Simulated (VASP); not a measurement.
A run of VASP 6.6.1 is set up as follows.

File INCAR:

```
SYSTEM = Li6I2NCl
ALGO     = Normal         ! electronic algorithm
EDIFF    = 1E-7           ! SCF threshold, eV
ENCUT    = 520            ! plane-wave cutoff, eV
GGA      = PE             ! functional
ISIF     = 2              ! what is computed and relaxed
ISMEAR   = -1             ! smearing method
LASPH    = .TRUE.         ! aspherical terms in the spheres
LCHARG   = .TRUE.         ! write CHGCAR
LELF     = .TRUE.         ! ELF
LREAL    = .FALSE.        ! projectors in reciprocal space
LVHAR    = .TRUE.       
LWAVE    = .FALSE.        ! write WAVECAR
NBANDS   = 33             ! bands
NELM     = 60             ! most SCF steps
PREC     = Accurate       ! precision mode
SIGMA    = 0.005          ! smearing width, eV
```

The input KPOINTS:

```
k-points
0
G
  4 4 4
  0 0 0
```

File POSCAR:

```
Li6I2NCl
1.0
    0.0000000000      4.5610290000      4.5610290000
    4.5610290000      0.0000000000      4.5610290000
    4.5610290000      4.5610290000      0.0000000000
Cl I N Li
1 2 1 6
Direct
    0.0000000000      0.0000000000      0.0000000000
    0.7500000000      0.7500000000      0.7500000000
    0.2500000000      0.2500000000      0.2500000000
    0.5000000000      0.5000000000      0.5000000000
    0.6834000000      0.3166000000      0.6834000000
    0.6834000000      0.3166000000      0.3166000000
    0.3166000000      0.6834000000      0.3166000000
    0.3166000000      0.6834000000      0.6834000000
    0.6834000000      0.6834000000      0.3166000000
    0.3166000000      0.3166000000      0.6834000000
```

Potentials or basis: VASP PAW PBE potentials, release 64 (Cl, I, N, Li_sv).

Command:

```bash
$ cat potpaw_PBE.64/Cl/POTCAR potpaw_PBE.64/I/POTCAR potpaw_PBE.64/N/POTCAR potpaw_PBE.64/Li_sv/POTCAR > POTCAR
$ mpirun -np 1 vasp_std > vasp.out
```

Task: Estimate the largest force.

Result: 3.315 eV/Å.

Task: Estimate the band gap on the k mesh.

Result: 3.28 eV.

Forces in eV/Å, atoms in the order of the input:
```
Cl   0.000  0.000  0.000
I    0.000  0.000  0.000
I    0.000  0.000  0.000
N    0.000  0.000  0.000
Li   0.000  3.315  0.000
Li  -3.315  0.000  0.000
Li   0.000 -3.315  0.000
Li   3.315  0.000  0.000
Li   0.000  0.000  3.315
Li   0.000  0.000 -3.315
```

Caveat: spin-orbit coupling is left out, which moves the levels of the heavy elements; forces of over 1 eV/Å act on the atoms, so gaps and moduli don't describe the material at rest.
